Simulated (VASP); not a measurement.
Crystal: SiO2.

```
Si O
1.0
     4.97559    0.00000    0.00000
     0.00000    4.97559    0.00000
     0.00000    0.00000    6.90089
Si O
4 8
Direct
  0.80325 0.80325 0.50000
  0.69675 0.30325 0.25000
  0.30325 0.69675 0.75000
  0.19675 0.19675 0.00000
  0.76176 0.11039 0.43204
  0.88961 0.23824 0.06796
  0.11039 0.76176 0.56796
  0.26176 0.38961 0.81796
  0.23824 0.88961 0.93204
  0.73824 0.61039 0.31796
  0.38961 0.26176 0.18204
  0.61039 0.73824 0.68204
```

```yaml
Program: VASP 6.6.1
Task: relaxation of cell and atoms
Functional: revPBE
Potentials_or_basis: VASP PAW PBE potentials, release 64 (Si, O)
Cutoff: 600 eV
k_mesh: 6 × 6 × 4
Occupations: fermi-dirac, width 0.05 eV
Spin: no spin polarisation
```

At the start: pressure 6.6 GPa; volume 14.24 Å³/atom.

Task: How do energy, volume and symmetry change on relaxing?

Result: Over 58 steps the energy falls by 15.2 meV/atom and the volume is 15.77 Å³/atom (+10.7 %); space group P4_32_12 (No. 96, to 0.1 Å) before and after.

The path:
```
step  energy change (eV)  largest force (eV/Å)  pressure (GPa)  volume (Å³)
   1              0.0000                0.3534            6.56       170.84
   3             -0.1292                0.0792            0.03       176.92
   5             -0.1314                0.0753            0.15       177.07
   7             -0.1385                0.3262            0.04       179.49
   9             -0.1393                0.3216            0.03       179.61
  11             -0.1427                0.3012           -0.02       180.17
  13             -0.1515                0.2260           -0.22       182.42
  15             -0.1531                0.1826           -0.39       184.00
  17             -0.1592                0.2026            0.00       183.39
  19             -0.1598                0.2524            0.14       183.15
  21             -0.1663                0.0497            0.37       182.68
  23             -0.1676                0.0402            0.21       182.77
  25             -0.1682                0.0427           -0.02       183.06
  27             -0.1694                0.0907           -0.05       183.48
  29             -0.1699                0.0717           -0.03       183.55
  31             -0.1704                0.0772            0.06       183.89
  33             -0.1707                0.0496            0.04       183.80
  35             -0.1721                0.0438            0.12       184.07
  37             -0.1756                0.0574            0.44       185.17
  39             -0.1763                0.1069            0.80       186.71
  41             -0.1775                0.0836            0.70       187.25
  43             -0.1792                0.0718            0.27       189.44
  45             -0.1796                0.0489            0.26       189.23
  47             -0.1805                0.0613           -0.32       189.64
  49             -0.1812                0.0167           -0.17       189.50
  51             -0.1821                0.0336           -0.09       189.26
  53             -0.1824                0.0137            0.06       189.02
  55             -0.1825                0.0220           -0.03       189.16
  57             -0.1826                0.0128           -0.05       189.19
  58             -0.1826                0.0097           -0.04       189.19
```

Final structure:
```
Si O
1.0
     5.13315    0.00000    0.00000
     0.00000    5.13315    0.00000
     0.00000    0.00000    7.18017
Si O
4 8
Cartesian
  4.0547 4.0547 3.5901
  3.6450 1.4882 1.7950
  1.4882 3.6450 5.3851
  1.0784 1.0784 0.0000
  3.8878 0.4376 3.0165
  4.6956 1.2453 0.5735
  0.4376 3.8878 4.1636
  1.3212 2.1290 5.9587
  1.2453 4.6956 6.6066
  3.8119 3.0041 2.3686
  2.1290 1.3212 1.2215
  3.0041 3.8119 4.8116
```

Caveat: the PAW data sets were made with another functional, which shifts forces and pressure a little.
